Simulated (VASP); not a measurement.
CuO: relaxation of shape and atoms at fixed volume with PBE

The system is CuO.

```
Cu O
1.0
     2.34185   -1.71130    0.00000
     2.34185    1.71130    0.00000
    -0.85003    0.00000    5.05787
Cu O
2 2
Direct
  0.00000 0.50000 0.00000
  0.50000 0.00000 0.50000
  0.58160 0.41840 0.25000
  0.41840 0.58160 0.75000
```

```json
{
 "Program": "VASP 6.6.1",
 "Task": "relaxation of shape and atoms at fixed volume",
 "Functional": "PBE",
 "Potentials or basis": "VASP PAW PBE potentials, release 64 (Cu, O)",
 "Cutoff": "600 eV",
 "k mesh": "9 × 9 × 5",
 "Occupations": "methfessel-paxton, width 0.1 eV",
 "Spin": "no spin polarisation",
 "Dipole correction": "no",
 "Further INCAR settings": "ALGO = Normal; EDIFF = 1e-07; IBRION = 2; EDIFFG = -0.02; NSW = 80; ISIF = 4"
}
```

The energy gained by relaxing is 4.9 meV/atom. The ionic steps are 8 and the pressure after relaxing is 10.0 GPa. The band gap on the k mesh is zero (bands 17 and 18 overlap by 0.58 eV).

Stress tensor (GPa, compression positive):
```
 9.92  0.00 -0.01
 0.00 10.05  0.00
-0.01  0.00 10.15
```

Step by step:
```tsv
step	energy change (eV)	largest force (eV/Å)	pressure (GPa)	volume (Å³)
1	0.0000	0.2207	6.26	40.54
2	-0.0062	0.1273	6.55	40.54
3	-0.0085	0.0271	6.94	40.54
4	-0.0111	0.0219	7.36	40.54
5	-0.0156	0.0122	8.43	40.54
6	-0.0171	0.0058	10.58	40.54
7	-0.0176	0.0013	9.89	40.54
8	-0.0198	0.0000	10.04	40.54
```

Final structure:
```
Cu O
1.0
     2.25761   -1.78326   -0.00211
     2.25761    1.78326   -0.00211
    -0.82353    0.00000    5.03563
Cu O
2 2
Cartesian
  2.5629 -0.8916 5.0325
  0.7170 -0.8916 2.5168
  2.0517 -0.2274 1.2568
  1.6400 0.2274 3.7746
```

Levels at points of the mesh, in eV from the Fermi level:
```csv
k point,band 14,band 15,band 16,band 17,band 18,band 19,band 20,band 21
"(0.00, 0.00, 0.00)",-2.33,-2.33,-1.78,0.30,0.90,1.74,5.99,8.07
```

It took 6.4 min on 1 thread of Intel(R) Xeon(R) Platinum 8488C (Sapphire Rapids), on a shared host, peak memory 0.24 GiB.

Caveat: semilocal functionals often make such compounds metallic where correlation or magnetic order opens a gap, which also shifts bond lengths. With open d or f shells a metallic result of PBE can be an artefact of self-interaction; +U or a hybrid may open a gap.
